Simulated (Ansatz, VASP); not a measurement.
**One calculation of BaTe, two programs**

```
CELL_PARAMETERS angstrom
0.00000 3.34039 3.34039
3.34039 0.00000 3.34039
3.34039 3.34039 0.00000
ATOMIC_POSITIONS crystal
Ba 0.00000 0.00000 0.00000
Te 0.50000 0.50000 0.50000
```

Change from the starting cell: volume scaled by 0.94.

Alike in both runs: task single point; functional PBE; k mesh 7 × 7 × 7; occupations fermi-dirac, width 0.05 eV; no spin polarisation.

|  | VASP | Ansatz |
| --- | --- | --- |
| version | VASP 6.6.1 | Ansatz 0.2.0 |
| potentials or method | VASP PAW PBE potentials, release 64 (Ba_sv, Te), cutoff 520 eV | all-electron LAPW, scalar-relativistic |

|  | VASP | Ansatz | Ansatz less VASP |
| --- | --- | --- | --- |
| gap on the k mesh at the Fermi level (eV) | 1.21 | 1.32 | +0.114 |
| least direct gap on the mesh (eV) | 1.58 | 1.65 | +0.068 |
| pressure (GPa) | 7.5 | 6.9 | -0.54 |

Ansatz ran all-electron here, and VASP with PAW potentials.

Spin-orbit coupling is off throughout.
